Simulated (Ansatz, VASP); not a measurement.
TiC: VASP beside Ansatz

```
CELL_PARAMETERS angstrom
3.04223 0.00000 0.00000
1.52112 2.63465 0.00000
1.52112 0.87822 2.48397
ATOMIC_POSITIONS crystal
Ti 0.00000 0.00000 0.00000
C 0.50000 0.50000 0.50000
```

Alike in both runs: task single point; functional LDA; k mesh 11 × 11 × 11; occupations fermi-dirac, width 0.05 eV; no spin polarisation.

|  | VASP | Ansatz |
| --- | --- | --- |
| version | VASP 6.6.1 | Ansatz 0.2.0 |
| potentials or method | VASP PAW LDA potentials, release 64 (Ti_sv, C) | Ansatz PAW |
| plane-wave cutoff (eV) | 520 | 420 |
| valence electrons in the cell | 16 | 16 |

VASP gave:

* gap on the k mesh at the Fermi level (eV): none
* pressure (GPa): -7.1

Task: Which values does Ansatz return?

Result: gap on the k mesh at the Fermi level (eV): none; pressure (GPa): -7.7.

LDA's correlation is that of Perdew and Zunger in VASP and of Perdew and Wang (1992) in Ansatz. A gap of «none» marks a metal or a gap that the smearing closes.
